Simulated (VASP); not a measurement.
**AlP: single point with PBE+D3(BJ)**

The system is AlP.

```
Al P
1.0
     0.00000    2.74720    2.74720
     2.74720    0.00000    2.74720
     2.74720    2.74720    0.00000
Al P
1 1
Cartesian
  0.0000 0.0000 0.0000
  4.1208 4.1208 4.1208
```

This cell differs from its parent crystal: volume scaled by 1.02.

| Property | Result |
| --- | --- |
| Program | VASP 6.6.1 |
| Task | single point |
| Functional | PBE |
| Dispersion | D3(BJ) |
| Potentials or basis | VASP PAW PBE potentials, release 64 (Al, P) |
| Cutoff | 500 eV |
| k mesh | 8 × 8 × 8 |
| Occupations | gaussian, width 0.05 eV |
| Spin | no spin polarisation |
| Dipole correction | no |
| Further INCAR settings | ALGO = Normal; EDIFF = 1e-06; NBANDS = 11 |

```
Pressure                   : -2.0 GPa
Band gap on the k mesh     : 1.62 eV, indirect (least direct gap 3.15 eV)
Dispersion energy per atom : -0.302 eV
```

Levels at points of the mesh, in eV from the valence-band top:
```tsv
k point	band 2	band 3	band 4	band 5	band 6	band 7
(0.00, 0.00, 0.00)	0.00	0.00	0.00	3.14	4.54	4.54
(0.50, 0.00, 0.00)	-5.44	-0.75	-0.75	2.74	4.81	4.81
(0.50, 0.50, 0.00)	-5.24	-2.06	-2.06	1.62	2.47	10.91
```

Wall time 18 s on 1 thread of Intel(R) Xeon(R) Platinum 8488C (Sapphire Rapids), on a shared host, peak memory 0.16 GiB.

Caveat: three body term missing. A k mesh can miss the band edges.
